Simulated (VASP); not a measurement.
Crystal: Ge.

```
CELL_PARAMETERS angstrom
3.99762 0.00000 0.00000
-1.99881 3.46204 0.00000
0.00000 0.00000 6.61787
ATOMIC_POSITIONS crystal
Ge 0.33333 0.66667 0.00057
Ge 0.66667 0.33333 0.50057
Ge 0.33333 0.66667 0.37443
Ge 0.66667 0.33333 0.87443
```

This cell differs from its parent crystal: uniaxial z strain +0.4%.

Base run:

| Property | Result |
| --- | --- |
| Program | VASP 6.6.1 |
| Functional | PBE |
| Potentials or basis | VASP PAW PBE potentials, release 64 (Ge_d) |
| Cutoff | 520 eV |
| k mesh | 12 × 12 × 4 |
| Occupations | fermi-dirac, width 0.02 eV |
| Spin | no spin polarisation |

Its results: band gap on the k mesh 0.16 eV; pressure 2.6 GPa; largest force 0.016 eV/Å.

The run is repeated on the same cell with these changes: functional from PBE to r2SCAN. What comes out?

Band gap on the k mesh 0.09 eV; pressure -0.2 GPa; largest force 0.007 eV/Å.

Caveats: the PAW data sets were made with another functional, which shifts forces and pressure a little (at least some runs).

A k mesh can miss the band edges.
